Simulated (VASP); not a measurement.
Write the native input for VASP 6.6.1 that does the following.

* Task: relaxation of cell and atoms
* Functional: PBE
* Potentials or basis: VASP PAW PBE potentials, release 64 (C)
* Cutoff: 600 eV
* k mesh: 6 × 6 × 6
* Occupations: gaussian, width 0.1 eV
* Spin: no spin polarisation
* Dipole correction: no
* Further INCAR settings: ALGO = Normal; EDIFF = 1e-06; IBRION = 2; EDIFFG = -0.04; NSW = 90; ISIF = 3

The structure of C lies in POSCAR:

```
C
1.0
   -2.2812794500      2.2812794500      2.0500420900
    2.2812794500     -2.2812794500      2.0500420900
    2.2812794500      2.2812794500     -2.0500420900
C
8
Direct
    0.7554327700      0.1131968600      0.2321106300
    0.8810862300      0.5233221400      0.7678893700
    0.1131968600      0.7554327700      0.2321106300
    0.4766778600      0.2445672300      0.3577641000
    0.8868031400      0.1189137700      0.6422359000
    0.5233221400      0.8810862300      0.7678893700
    0.2445672300      0.4766778600      0.3577641000
    0.1189137700      0.8868031400      0.6422359000
```

The cell was built from a structure type or drawn by symmetry, and may not be a known phase.

These files were run (other wordings do the same):

INCAR

```
ALGO     = Normal         # electronic algorithm
EDIFF    = 1E-6           # SCF threshold, eV
EDIFFG   = -0.04          # ionic threshold
ENCUT    = 600            # plane-wave cutoff, eV
GGA      = PE             # functional
IBRION   = 2              # ionic algorithm
ISIF     = 3              # what is computed and relaxed
ISMEAR   = 0              # smearing method
LASPH    = True           # aspherical terms in the spheres
LCHARG   = False          # write CHGCAR
LREAL    = False          # projectors in reciprocal space
LWAVE    = False          # write WAVECAR
NELM     = 80             # most SCF steps
NSW      = 90             # ionic steps
PREC     = Accurate       # precision mode
SIGMA    = 0.1            # smearing width, eV
```

KPOINTS

```
k-points
0
Gamma
  6 6 6
```

Potentials or basis: VASP PAW PBE potentials, release 64 (C).

Command:

```bash
$ cat potpaw_PBE.64/C/POTCAR > POTCAR
$ mpirun -np 1 vasp_std > vasp.out
```

It gave:

```
Relaxed volume                        : 6.24 Å³/atom
Relaxed cell                          : a = 4.029 Å, b = 4.029 Å, c = 4.029 Å, α = 106.60°, β = 106.60°, γ = 115.37°
Space group after relaxing (to 0.1 Å) : I-42m (No. 121)
Energy gained by relaxing             : 185.2 meV/atom
Ionic steps                           : 11
Pressure after relaxing               : -0.3 GPa
Largest force after relaxing          : 0.023 eV/Å
Band gap on the k mesh                : 0.48 eV (least direct gap 0.83 eV)
```

Caveat: the volume moved by over 15 % at a fixed basis, so the end points are rough.

Run time: 3.5 min on 1 thread of Intel Xeon 8259CL (shared host), peak memory 0.18 GiB.
